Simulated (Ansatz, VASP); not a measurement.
# Two plane-wave programs on AlNi3

File INCAR:

```
PREC = Accurate
ENCUT = 520
EDIFF = 1E-6
ISMEAR = 0
SIGMA = 0.05
LREAL = False
LASPH = True
NELM = 150
ALGO = Fast
ISIF = 2
LWAVE = False
LCHARG = False
ISPIN = 2
MAGMOM = 0 0.8 0.8 0.8
LORBIT = 11
LMAXMIX = 4
NBANDS = 28
```

KPOINTS

```
Automatic mesh
0
Gamma
  12 12 12
```

The input POSCAR:

```
AlNi3
1.0
    3.5230547267      0.0000000000      0.0000000000
    0.0000000000      3.5230547267      0.0000000000
    0.0000000000      0.0000000000      3.5230547267
Al Ni
1 3
Direct
    0.0000000000      0.0000000000      0.0000000000
    0.0000000000      0.5000000000      0.5000000000
    0.5000000000      0.0000000000      0.5000000000
    0.5000000000      0.5000000000      0.0000000000
```

Input for Ansatz:

```yaml
crystal:
  lattice:
    - [3.5230547267, 0.0, 0.0]
    - [0.0, 3.5230547267, 0.0]
    - [0.0, 0.0, 3.5230547267]
  atoms:
    - { symbol: Al, position: [0.0, 0.0, 0.0] }
    - { symbol: Ni, position: [0.0, 0.5, 0.5], spin: 0.8 }
    - { symbol: Ni, position: [0.5, 0.0, 0.5], spin: 0.8 }
    - { symbol: Ni, position: [0.5, 0.5, 0.0], spin: 0.8 }
basis:
  ecutwfc: 420
  ecutrho_ratio: 4
kpoints:
  mp_grid: { grid: [12, 12, 12] }
hamiltonian:
  xc: lda
scf:
  occupations: { method: gaussian, width: 0.05 }
output:
  forces: true
  stress: true
  eigenvalues: true
  populations: true
magnetization:
  spin_polarized: true
```

Alike in both runs: task single point; functional LDA; k mesh 12 × 12 × 12; occupations gaussian, width 0.05 eV; collinear spin.

```csv
,VASP,Ansatz
version,VASP 6.6.1,Ansatz 0.2.0
potentials or method,"VASP PAW LDA potentials, release 64 (Al, Ni), cutoff 520 eV","scalar-relativistic, plane waves, PAW"
valence electrons in the cell,33,57
```

|  | VASP | Ansatz | Ansatz less VASP |
| --- | --- | --- | --- |
| gap on the k mesh at the Fermi level (eV) | none | none | - |
| pressure (GPa) | -7.2 | -7.4 | -0.24 |
| net moment per atom (μB) | 0.15 | 0.16 | +0.012 |
| size of the moment on the site where the two differ most (μB) | 0.21 | 0.24 | +0.026 |

LDA's correlation is that of Perdew and Zunger in VASP and of Perdew and Wang (1992) in Ansatz. Site moments also hang on the region over which each program counts them. A gap of «none» marks a metal or a gap that the smearing closes. VASP's potentials hold 33 valence electrons a cell and Ansatz's 57, so a difference there can come from the potentials and not from the codes.
